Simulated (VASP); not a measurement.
Set up this calculation in VASP 6.6.1, as the native input.

```yaml
Task: single point
Functional: r2SCAN
Dispersion: rVV10
Potentials_or_basis: VASP PAW PBE potentials, release 64 (Sn_d, H)
Cutoff: 520 eV
k_mesh: 6 × 6 × 6
Occupations: fermi-dirac, width 0.03 eV
Spin: no spin polarisation
Dipole_correction: no
Further_INCAR_settings: ALGO = Normal; EDIFF = 1e-06; NBANDS = 25
```

SnH2:

```
Sn H
1.0
     4.75521    0.00000    0.00000
     0.00000    4.75521    0.00000
     0.00000    0.00000    3.62401
Sn H
2 4
Direct
  0.00000 0.00000 0.00000
  0.50000 0.50000 0.50000
  0.31254 0.31254 0.00000
  0.18746 0.81254 0.50000
  0.81254 0.18746 0.50000
  0.68746 0.68746 0.00000
```

These files were run (other wordings do the same):

POSCAR

```
SnH2
1.0
    4.7552078492      0.0000000000      0.0000000000
    0.0000000000      4.7552078492      0.0000000000
    0.0000000000      0.0000000000      3.6240062257
Sn H
2 4
Direct
    0.0000000000      0.0000000000      0.0000000000
    0.5000000000      0.5000000000      0.5000000000
    0.3125445299      0.3125445299      0.0000000000
    0.1874554701      0.8125445299      0.5000000000
    0.8125445299      0.1874554701      0.5000000000
    0.6874554701      0.6874554701      0.0000000000
```

INCAR.step1

```
  PREC = Accurate
  ENCUT = 520
  ISMEAR = -1
  SIGMA = 0.03
  LREAL = F
  LASPH = T
  NELM = 100
  NBANDS = 25
  GGA = PE
  ALGO = Normal
  EDIFF = 1E-4
  LWAVE = T
  LCHARG = F
```

INCAR.step2

```
  PREC = Accurate
  ENCUT = 520
  EDIFF = 1E-6
  ISMEAR = -1
  SIGMA = 0.03
  LREAL = F
  LASPH = T
  NELM = 100
  ALGO = Normal
  ISIF = 2
  LWAVE = F
  LCHARG = F
  METAGGA = R2SCAN
  LMIXTAU = T
  LUSE_VDW = T
  IVDW_NL = 2
  BPARAM = 11.95
  CPARAM = 0.0093
  NBANDS = 25
  ISTART = 1
```

KPOINTS

```
regular mesh
0
Gamma
  6 6 6
```

Potentials or basis: VASP PAW PBE potentials, release 64 (Sn_d, H).

The run is started by

```sh
$ cat potpaw_PBE.64/Sn_d/POTCAR potpaw_PBE.64/H/POTCAR > POTCAR
$ cp INCAR.step1 INCAR
$ mpirun -np 1 vasp_std > vasp.out
$ cp INCAR.step2 INCAR
$ mpirun -np 1 vasp_std > vasp.out
```

It gave:

```json
{
 "Pressure": "0.0 GPa",
 "Band gap on the k mesh": "zero (bands 16 and 17 overlap by 3.13 eV)"
}
```

Caveat: the PAW data sets were made with another functional, which shifts forces and pressure a little; spin-orbit coupling is left out, which moves the levels of the heavy elements.

Wall time 2.2 min on 1 thread of Intel(R) Xeon(R) 6975P-C (Granite Rapids), with other jobs on the host, peak memory 0.37 GiB.
